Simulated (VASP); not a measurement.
MgCd2SO2:

```
Mg Cd S O
1.0
     3.73314    0.00000    0.00000
     0.00000    4.14206    0.00000
     0.00000    0.00000    7.12791
Mg Cd S O
1 2 1 2
Direct
  0.50000 0.50000 0.50000
  0.00000 0.00000 0.74705
  0.00000 0.00000 0.25295
  0.50000 0.50000 0.00000
  0.50000 0.00000 0.50000
  0.00000 0.50000 0.00000
```

The cell was generated, and may not be a known phase.

```yaml
Program: VASP 6.6.1
Task: relaxation of cell and atoms
Functional: PBE
Potentials_or_basis: VASP PAW PBE potentials, release 64 (Mg, Cd, S, O)
Cutoff: 600 eV
k_mesh: 10 × 10 × 6
Occupations: gaussian, width 0.1 eV
Spin: no spin polarisation
```

At the start: pressure -3.4 GPa; volume 18.37 Å³/atom.

**Question.** Where does the relaxation end?

**Answer.** Over 18 steps the energy falls by 290.8 meV/atom and the volume is 16.52 Å³/atom (-10.0 %); space group Pmmm (No. 47, to 0.1 Å) before and after.

The path:
| step | energy change (eV) | largest force (eV/Å) | pressure (GPa) | volume (Å³) |
| --- | --- | --- | --- | --- |
| 1 | 0.0000 | 0.3122 | -3.36 | 110.22 |
| 2 | -0.5426 | 0.4363 | -0.95 | 104.00 |
| 3 | 0.4357 | 1.3434 | 27.78 | 84.78 |
| 4 | -0.8339 | 0.3501 | 2.48 | 99.10 |
| 5 | -0.8758 | 0.0894 | 7.59 | 94.51 |
| 6 | -1.0654 | 0.1498 | 7.59 | 94.81 |
| 7 | -1.1670 | 0.8132 | 8.86 | 94.91 |
| 8 | -1.5548 | 0.5854 | 1.59 | 100.73 |
| 9 | -1.6078 | 0.4593 | -2.31 | 104.96 |
| 10 | -1.6103 | 0.4814 | -1.65 | 104.16 |
| 11 | -1.6673 | 0.3778 | -1.38 | 102.86 |
| 12 | -1.7401 | 0.0558 | -0.28 | 99.72 |
| 13 | -1.7421 | 0.0305 | 0.05 | 99.04 |
| 14 | -1.7422 | 0.0168 | 0.00 | 99.14 |
| 15 | -1.7437 | 0.0046 | 0.02 | 99.10 |
| 16 | -1.7446 | 0.0129 | 0.07 | 99.03 |
| 17 | -1.7446 | 0.0136 | 0.07 | 99.03 |
| 18 | -1.7446 | 0.0027 | -0.02 | 99.14 |

Final structure:
```xyz
6
Lattice="4.5417 0.0000 0.0000 0.0000 3.8151 0.0000 0.0000 0.0000 5.7218" Properties=species:S:1:pos:R:3 pbc="T T T"
Mg    2.2709    1.9076    2.8609
Cd    4.5417    0.0000    4.2681
Cd    0.0000    0.0000    1.4537
S     2.2709    1.9076    0.0000
O     2.2709    0.0000    2.8609
O     0.0000    1.9076    0.0000
```

Caveat: a cell axis changed by over 15 % at a fixed basis, so the end point is rough.
